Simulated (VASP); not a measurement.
# Cu2BO3 (P-3m1) in VASP: notebook

The runs below take Cu2BO3 through single point, with PBE.

All numbers are computed with VASP 6.6.1; they aren't measurements. Logs are shortened: lines on timing, memory, paths and dates and some standing lists are left out, and cuts for length are marked.

### Step 1. The cell of the first run

It takes space group P-3m1 (No. 164, trigonal). Conventional cell: a = 2.611 Å, b = 2.611 Å, c = 8.362 Å, α = 90.00°, β = 90.00°, γ = 120.00°. Within 2.7 Å of Cu (site symmetry 3m) lie 6 O at 2.07 to 2.41 Å and 6 Cu at 2.61 Å. B (site symmetry -3m) has 6 O at 1.74 Å within 2.3 Å. Within 2.5 Å of O (site symmetry 3m) lie 3 B at 1.74 Å and 3 O at 2.31 Å and 3 Cu at 2.41 Å. O (site symmetry -3m) has 6 Cu at 2.07 Å and 6 O at 2.61 Å within 2.7 Å.

### Step 2. Single point, PBE, collinear spin

File INCAR:

```
ALGO = Normal ; EDIFF = 1E-7
ENCUT = 520 ; GGA = PE
ISIF = 2 ; ISMEAR = 0
ISPIN = 2 ; LASPH = True
LCHARG = False ; LMAXMIX = 4
LORBIT = 11 ; LREAL = False
LWAVE = False ; MAGMOM = -1 -1 0 0 0 0
NBANDS = 34 ; NELM = 150
PREC = Accurate ; SIGMA = 0.1
```

File KPOINTS:

```
k-points
0
Gamma
  6 6 4
```

File POSCAR:

```
Cu2BO3
1.0
    2.6108954916     -0.0000000021      0.0000000000
   -1.3054477440      2.2611018234      0.0000000000
    0.0000000000      0.0000000000      8.3621670424
Cu B O
2 1 3
Direct
    0.6666666667      0.3333333333      0.3304505696
    0.3333333333      0.6666666667      0.6695494304
    0.0000000000      0.0000000000      0.0000000000
    0.6666666667      0.3333333333      0.8949925809
    0.3333333333      0.6666666667      0.1050074191
    0.0000000000      0.0000000000      0.5000000000
```

Potentials or basis: VASP PAW PBE potentials, release 64 (Cu, B, O).

Started as:

```sh
> cat potpaw_PBE.64/Cu/POTCAR potpaw_PBE.64/B/POTCAR potpaw_PBE.64/O/POTCAR > POTCAR
> mpirun -np 1 vasp_std > vasp.out
```

OUTCAR:

```text
EDIFF = 1E-7
   ENCUT = 520
   GGA = PE
   ISIF = 2
   ISMEAR = 0
   ISPIN = 2
   LASPH = True
   LORBIT = 11
   LREAL = False
   NELM = 150
   PREC = Accurate

 ion  position               nearest neighbor table
   1  0.667  0.333  0.330-   6 2.07   6 2.07   6 2.07
   2  0.333  0.667  0.670-   6 2.07   6 2.07   6 2.07
   3  0.000  0.000  0.000-   4 1.74   5 1.74   4 1.74   5 1.74   4 1.74   5 1.74
   4  0.667  0.333  0.895-   3 1.74   3 1.74   3 1.74
   5  0.333  0.667  0.105-   3 1.74   3 1.74   3 1.74
   6  0.000  0.000  0.500-   1 2.07   2 2.07   1 2.07   2 2.07   1 2.07   2 2.07

  LATTYP: Found a hexagonal cell.
 ALAT       =     2.6108954916
 C/A-ratio  =     3.2027965383

  Lattice vectors:

 A1 = (   2.6108954916,  -0.0000000021,   0.0000000000)
 A2 = (  -1.3054477440,   2.2611018234,   0.0000000000)
 A3 = (   0.0000000000,   0.0000000000,   8.3621670424)

Analysis of symmetry for initial positions (statically):
=====================================================================
 Subroutine PRICEL returns:
 Original cell was already a primitive cell.

 Routine SETGRP: Setting up the symmetry group for a
 hexagonal supercell.

 Subroutine GETGRP returns: Found 12 space group operations
 (whereof 12 operations were pure point group operations)
 out of a pool of 24 trial point group operations.

The static configuration has the point symmetry D_3d.

Analysis of symmetry for dynamics (positions and initial velocities):
=====================================================================
 Subroutine PRICEL returns:
 Original cell was already a primitive cell.

 Routine SETGRP: Setting up the symmetry group for a
 hexagonal supercell.

 Subroutine GETGRP returns: Found 12 space group operations
 (whereof 12 operations were pure point group operations)
 out of a pool of 24 trial point group operations.

The dynamic configuration has the point symmetry D_3d.

Analysis of structural, dynamic, and magnetic symmetry:
=====================================================================
 Subroutine PRICEL returns:
 Original cell was already a primitive cell.

 Routine SETGRP: Setting up the symmetry group for a
 hexagonal supercell.

 Subroutine GETGRP returns: Found 12 space group operations
 (whereof 12 operations were pure point group operations)
 out of a pool of 24 trial point group operations.

The overall configuration has the point symmetry D_3d.

 Subroutine INISYM returns: Found 12 space group operations
 (whereof 12 operations are pure point group operations),
 and found     1 'primitive' translations

----------------------------------------------------------------------------------------

                                     Primitive cell

  volume of cell :      49.3661

  direct lattice vectors                    reciprocal lattice vectors
     2.610895492 -0.000000002  0.000000000     0.383010352  0.221131129  0.000000000
    -1.305447744  2.261101823  0.000000000     0.000000000  0.442262259  0.000000000
     0.000000000  0.000000000  8.362167042     0.000000000  0.000000000  0.119586226

  length of vectors
     2.610895492  2.610895492  8.362167042     0.442262259  0.442262259  0.119586226

  position of ions in fractional coordinates (direct lattice)
     0.666666667  0.333333333  0.330450570
     0.333333333  0.666666667  0.669549430
     0.000000000  0.000000000  0.000000000
     0.666666667  0.333333333  0.894992581
     0.333333333  0.666666667  0.105007419
     0.000000000  0.000000000  0.500000000

  ion indices of the primitive-cell ions
   primitive index   ion index
                 1           1
                 2           2
                 3           3
                 4           4
                 5           5
                 6           6

----------------------------------------------------------------------------------------

 KPOINTS: k-points

Automatic generation of k-mesh.
[... 23 lines left out ...]
  0.000000  0.000000  0.000000      1.000000
  0.166667 -0.000000  0.000000      6.000000
  0.333333  0.000000  0.000000      6.000000
  0.500000  0.000000  0.000000      3.000000
  0.166667  0.166667  0.000000      6.000000
  0.333333  0.166667  0.000000     12.000000
[... 16 lines left out ...]
  0.333333  0.166667  0.500000     12.000000
  0.333333  0.333333  0.500000      2.000000
   k-points           NKPTS =     24   k-points in BZ     NKDIM =     24   number of bands    NBANDS=     34
   number of dos      NEDOS =    301   number of ions     NIONS =      6
   total plane-waves  NPLWV =  25600
   dimension x,y,z NGX =    20 NGY =   20 NGZ =   64
   dimension x,y,z NGXF=    40 NGYF=   40 NGZF=  128
   ions per type =               2   1   3
   NGX,Y,Z   is equivalent  to a cutoff of  12.73, 12.73, 12.72 a.u.
   NGXF,Y,Z  is equivalent  to a cutoff of  25.47, 25.47, 25.45 a.u.
 SYSTEM =  unknown system
   PREC   = accura    normal or accurate (medium, high low for compatibility)
   ISTART =      0    job   : 0-new  1-cont  2-samecut
   ICHARG =      2    charge: 1-file 2-atom 10-const
   ISPIN  =      2    spin polarized calculation?
   LNONCOLLINEAR =      F non collinear calculations
   LSORBIT =      F    spin-orbit coupling
   LASPH  =      T    aspherical Exc in radial PAW
   ENCUT  =  520.0 eV  38.22 Ry    6.18 a.u.   4.85  4.85 15.55*2*pi/ulx,y,z
   NELM   =    150;   NELMIN=  2; NELMDL= -5     # of ELM steps
   EDIFF  = 0.1E-06   stopping-criterion for ELM
   LREAL  =      F    real-space projection
   EDIFFG = 0.1E-05   stopping-criterion for IOM
   NSW    =      0    number of steps for IOM
   IBRION =     -1    ionic relax: 0-MD 1-quasi-New 2-CG
   NFREE  =      0    steps in history (QN), initial steepest desc. (CG)
   ISIF   =      2    stress and relaxation
   ISYM   =      2    0-nonsym 1-usesym 2-fastsym
   POTIM  = 0.5000    time-step for ionic-motion
   TEBEG  =    0.0;   TEEND  =   0.0 temperature during run
   PSTRESS=    0.0 pullay stress
   NELECT =      43.0000    total number of electrons
   NUPDOWN=      -1.0000    fix difference up-down
   EMIN   =  10.00;   EMAX   =-10.00  energy-range for DOS
   EFERMI =   0.00;   METHOD = LEGACY
   ISMEAR =     0;   SIGMA  =   0.10  broadening in eV -4-tet -1-fermi 0-gaus
   EFERMI_NEDOS =   21; number of points for ismear=-14 and -15
   IALGO  =     38    algorithm
   IMIX   =      4    mixing-type and parameters
     AMIX     =   0.40;   BMIX     =  1.00
     AMIX_MAG =   1.60;   BMIX_MAG =  1.00
  volume/ion in A,a.u.               =       8.23        55.52
  Fermi-wavevector in a.u.,A,eV,Ry     =   1.563465  2.954520 33.258392  2.444423
  Thomas-Fermi vector in A             =   2.666232
   LORBIT       =     11    0 simple, 1 ext, 2 COOP (PROOUT), +10 PAW based schemes
   GGA     = PE    functional components
   LHFCALC =     F    Hartree Fock is set to
   AEXX    =    0.0000 exact exchange contribution
   IVDW    =     0    specifies the selected vdW correction
   LEPSILON=     F    determine dielectric tensor
   LRPA    =     F    only Hartree local field effects (RPA)
 spin polarized calculation
 Gauss-broadening in eV      SIGMA  =   0.10
  energy-cutoff  :      520.00
  volume of cell :       49.37
 maximum number of plane-waves:      1353
   NGX =  9   NGY =  9   NGZ = 31

 number of electron      43.0000008 magnetization      -0.9638216

 Free energy of the ion-electron system (eV)
  ---------------------------------------------------
  ext. energy  EPLUGINS =         0.00000000
  ---------------------------------------------------
  free energy    TOTEN  =       -32.23336746 eV

  energy without entropy =      -32.22559180  energy(sigma->0) =      -32.22947963

 E-fermi :   6.8631     XC(G=0): -12.6487

 val. band max:        6.8547110532   @ k =  -0.1667   0.5000   0.2500
 cond. band min:       6.9075935671   @ k =   0.3333   0.1667   0.5000
 fundamental gap:      0.0528825139
 Fermi energy:         6.8631254232

 spin component 1

 k-point     1 :       0.0000    0.0000    0.0000
  band No.  band energies     occupation
      1     -15.4744      1.00000
      2     -12.7128      1.00000
      3     -12.2811      1.00000
      4      -1.0970      1.00000
      5      -1.0685      1.00000
      6       3.3025      1.00000
[... 853 lines left out ...]
     32      18.4877      0.00000
     33      21.6408      0.00000
 Fermi energy:         6.8631254232

 spin component 2

 k-point     1 :       0.0000    0.0000    0.0000
  band No.  band energies     occupation
      1     -15.5088      1.00000
      2     -13.2687      1.00000
      3     -12.3234      1.00000
      4      -1.2347      1.00000
      5      -1.1270      1.00000
      6       3.1779      1.00000
[... 853 lines left out ...]
     32      18.4121      0.00000
     33      21.4873      0.00000
 [bands above 33 left out]

------------------------ aborting loop because EDIFF is reached ----------------------------------------

  FORCE on cell =-STRESS in cart. coord.  units (eV):
  Direction    XX          YY          ZZ          XY          YZ          ZX
  --------------------------------------------------------------------------------------
  -------------------------------------------------------------------------------------
  Total        0.1573937      0.1573937      0.0631747     -0.0000000      0.0000000     -0.0000000
  in kB        5.1082176      5.1082176      2.0503364     -0.0000000      0.0000000     -0.0000000
  external PRESSURE =       4.0889239 kB  Pullay stress =       0.0000000 kB

 VOLUME and BASIS-vectors are now :
 -----------------------------------------------------------------------------
  energy-cutoff  :      520.00
  volume of cell :       49.37
      direct lattice vectors                 reciprocal lattice vectors
     2.610895492 -0.000000002  0.000000000     0.383010352  0.221131129  0.000000000
    -1.305447744  2.261101823  0.000000000     0.000000000  0.442262259  0.000000000
     0.000000000  0.000000000  8.362167042     0.000000000  0.000000000  0.119586226

 POSITION                                       TOTAL-FORCE (eV/Angst)
 -----------------------------------------------------------------------------------
      1.30545      0.75370      2.76328        -0.000000     -0.000000     -0.143617
      0.00000      1.50740      5.59888        -0.000000      0.000000      0.143617
      0.00000      0.00000      0.00000         0.000000      0.000000      0.000000
      1.30545      0.75370      7.48408         0.000000      0.000000     -0.043142
      0.00000      1.50740      0.87809         0.000000      0.000000      0.043142
      0.00000      0.00000      4.18108         0.000000      0.000000      0.000000
 -----------------------------------------------------------------------------------
    total drift:                                0.000000     -0.000000      0.000000

  FREE ENERGIE OF THE ION-ELECTRON SYSTEM (eV)
  ---------------------------------------------------
  free  energy   TOTEN  =       -32.2333674597 eV

  energy  without entropy=      -32.2255917959  energy(sigma->0) =      -32.22947963

 total charge

# of ion       s       p       d       tot
------------------------------------------
    1        0.320   0.311   9.246   9.877
    2        0.320   0.311   9.246   9.877
    3        0.538   0.928   0.000   1.466
    4        1.571   3.456   0.000   5.027
    5        1.571   3.456   0.000   5.027
    6        1.591   3.351   0.000   4.942
--------------------------------------------------
tot          5.909  11.813  18.493  36.215

 magnetization (x)

# of ion       s       p       d       tot
------------------------------------------
    1        0.008  -0.001  -0.268  -0.260
    2        0.008  -0.001  -0.268  -0.260
    3        0.001   0.002   0.000   0.003
    4       -0.001  -0.026   0.000  -0.027
    5       -0.001  -0.026   0.000  -0.027
    6       -0.003  -0.358   0.000  -0.361
--------------------------------------------------
tot          0.014  -0.410  -0.536  -0.933
```

Run time: 52 s. Hardware: 1 thread of Intel Xeon 6975P-C (Granite Rapids), shared host; peak memory 0.21 GiB.

What came out:

* Free energy: -32.2334 eV
* Pressure: 0.4 GPa
* Largest force: 0.144 eV/Å
* Band gap on the k mesh: zero (filled and empty bands overlap)
* Net moment: -0.96 μB per cell
* Site moments: Cu -0.26; B +0.00; O -0.03, -0.36 (each value once) μB
* Valence electrons inside the program's atomic spheres: Cu 9.88; B 1.47; O 5.03, 4.94 (each value once)

Forces on the atoms (eV/Å):
```
Cu   0.000  0.000 -0.144
Cu   0.000  0.000  0.144
B    0.000  0.000  0.000
O    0.000  0.000 -0.043
O    0.000  0.000  0.043
O    0.000  0.000  0.000
```

Caveat: the k points lie up to 0.46 Å⁻¹ apart; a moment this small can come from the mesh or the smearing; semilocal functionals often make such compounds metallic where correlation or magnetic order opens a gap, which also shifts bond lengths. With open d or f shells a metallic result of PBE can be an artefact of self-interaction; +U or a hybrid may open a gap.

### Step 3. Single point, PBE, collinear spin

This run uses another cell than the first one, of 8.25 Å³/atom.

File INCAR:

```
PREC = Accurate
ENCUT = 520
EDIFF = 1E-6
ISMEAR = 0
SIGMA = 0.1
LREAL = False
LASPH = True
NELM = 150
ALGO = Normal
ISIF = 2
LWAVE = False
LCHARG = False
ISPIN = 2
MAGMOM = -1 -1 0 0 0 0
LORBIT = 11
LMAXMIX = 4
GGA = PE
NBANDS = 34
```

File KPOINTS:

```
regular mesh
0
Gamma
  6 6 4
```

File POSCAR:

```
Cu2BO3
1.0
    3.6007983500      0.0000000000      0.0000000000
   -1.8003991700      3.1183828400      0.0000000000
    0.0000000000      0.0000000000      4.4100593100
Cu B O
2 1 3
Direct
    0.6666666700      0.3333333300      0.3333333300
    0.3333333300      0.6666666700      0.6666666700
    0.0000000000      0.0000000000      0.0000000000
    0.6666666700      0.3333333300      0.8333333300
    0.3333333300      0.6666666700      0.1666666700
    0.0000000000      0.0000000000      0.5000000000
```

Potentials or basis: VASP PAW PBE potentials, release 64 (Cu, B, O).

Started as:

```sh
> cat potpaw_PBE.64/Cu/POTCAR potpaw_PBE.64/B/POTCAR potpaw_PBE.64/O/POTCAR > POTCAR
> mpirun -np 1 vasp_std > vasp.out
```

Run time: 52 s. Hardware: 1 thread of Intel Xeon 6975P-C (Granite Rapids), shared host; peak memory 0.22 GiB.

The run converged. Its results:

```
Free energy                                           : -25.9331 eV
Pressure                                              : 5.4 GPa
Largest force                                         : 1.171 eV/Å
Net moment                                            : -1.12 μB per cell
Site moments                                          : Cu -0.30; B +0.04; O -0.15, -0.23 (each value once) μB
Valence electrons inside the program's atomic spheres : Cu 9.83; B 1.23; O 4.89, 4.91 (each value once)
```

Forces in eV/Å, atoms in the order of the input:
```
Cu   0.000  0.000 -0.626
Cu   0.000  0.000  0.626
B    0.000  0.000  0.000
O    0.000  0.000  1.171
O    0.000  0.000 -1.171
O    0.000  0.000  0.000
```

Stress tensor (GPa, compression positive):
```
5.50 0.00 0.00
0.00 5.50 0.00
0.00 0.00 5.28
```

Levels at points of the mesh, in eV from the Fermi level:
Spin up:
| k point | band 18 | band 19 | band 20 | band 21 | band 22 | band 23 | band 24 | band 25 |
| --- | --- | --- | --- | --- | --- | --- | --- | --- |
| (0.00, 0.00, 0.00) | -1.72 | -1.35 | -0.87 | -0.87 | -0.09 | -0.09 | 3.58 | 3.58 |
| (0.50, 0.00, 0.00) | -1.57 | -0.99 | -0.90 | -0.87 | 0.16 | 0.39 | 3.82 | 4.73 |
| (0.00, 0.00, 0.50) | -0.91 | -0.91 | -0.05 | 0.22 | 0.22 | 1.30 | 1.49 | 2.40 |
| (0.50, 0.00, 0.50) | -0.95 | -0.91 | 0.10 | 0.32 | 0.35 | 1.12 | 2.30 | 4.07 |
Spin down:
```csv
k point,band 20,band 21,band 22,band 23,band 24,band 25
"(0.00, 0.00, 0.00)",-1.26,-1.26,-0.50,-0.50,3.55,3.55
"(0.50, 0.00, 0.00)",-1.24,-1.20,-0.30,0.30,3.73,4.73
"(0.00, 0.00, 0.50)",-0.45,-0.25,-0.25,1.09,1.52,2.43
"(0.50, 0.00, 0.50)",-0.31,-0.12,-0.09,1.02,2.31,4.06
```

Caveat: the cell stands under pressure; a moment this small can come from the mesh or the smearing; semilocal functionals often make such compounds metallic where correlation or magnetic order opens a gap, which also shifts bond lengths; forces of over 1 eV/Å act on the atoms, so gaps and moduli don't describe the material at rest. With open d or f shells a metallic result of PBE can be an artefact of self-interaction; +U or a hybrid may open a gap.

The gap in the log of VASP goes by the Fermi energy; the results here count the filled bands.